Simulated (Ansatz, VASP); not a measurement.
**Pt in VASP and in Ansatz**

File POSCAR:

```
Pt
1.0
    2.7606656200      0.0000000000      0.0000000000
   -1.3803328100      2.3908065500      0.0000000000
    0.0000000000      0.0000000000      4.7921340000
Pt
2
Direct
    0.6666666667      0.3333333333      0.7500000000
    0.3333333333      0.6666666667      0.2500000000
```

The input INCAR.step1:

```
SYSTEM = Pt
  PREC = Accurate
  ENCUT = 550
  ISMEAR = 1
  SIGMA = 0.05
  LREAL = .False.
  LASPH = .True.
  NELM = 120
  NBANDS = 25
  GGA = PE
  ALGO = Normal
  EDIFF = 1E-5
  LWAVE = .True.
  LCHARG = .False.
  GGA_COMPAT = .False.
```

Contents of INCAR.step2:

```
SYSTEM = Pt
  PREC = Accurate
  ENCUT = 550
  EDIFF = 1E-6
  ISMEAR = 1
  SIGMA = 0.05
  LREAL = .False.
  LASPH = .True.
  NELM = 120
  ALGO = Normal
  ISIF = 2
  LWAVE = .False.
  LCHARG = .False.
  METAGGA = R2SCAN
  LMIXTAU = .True.
  NBANDS = 25
  ISTART = 1
  GGA_COMPAT = .False.
```

Contents of KPOINTS:

```
regular mesh
0
Gamma
  11 11 6
  0 0 0
```

Input for Ansatz:

```yaml
crystal:
  lattice:
    - [2.76066562, 0.0, 0.0]
    - [-1.38033281, 2.39080655, 0.0]
    - [0.0, 0.0, 4.792134]
  atoms:
    - { symbol: Pt, position: [0.6666666666666666, 0.3333333333333333, 0.75] }
    - { symbol: Pt, position: [0.33333333333333337, 0.6666666666666666, 0.25] }
basis:
  ecutwfc: 650.0
kpoints:
  mp_grid:
    grid: [11, 11, 6]
    shift: [0.0, 0.0, 0.0]
hamiltonian:
  xc: r2scan
scf:
  occupations:
    method: methfessel_paxton
    width: 0.05
output:
  forces: true
  stress: true
```

Alike in both runs: task single point; functional r2SCAN; k mesh 11 × 11 × 6; occupations methfessel-paxton of order 1, width 0.05 eV; no spin polarisation.

```csv
,VASP,Ansatz
version,VASP 6.6.1,Ansatz 0.2.0
potentials or method,"VASP PAW PBE potentials, release 64 (Pt_sv_GW), cutoff 550 eV","plane waves, PAW"
valence electrons in the cell,36,36
```

|  | VASP | Ansatz | Ansatz less VASP |
| --- | --- | --- | --- |
| pressure (GPa) | -8.3 | -6.4 | +1.96 |
| traceless stress, the component that is largest in VASP (GPa) | 1.01 | 0.96 | -0.051 |

VASP's potentials were made for PBE, not for r2SCAN.

Neither program's run includes spin-orbit coupling.
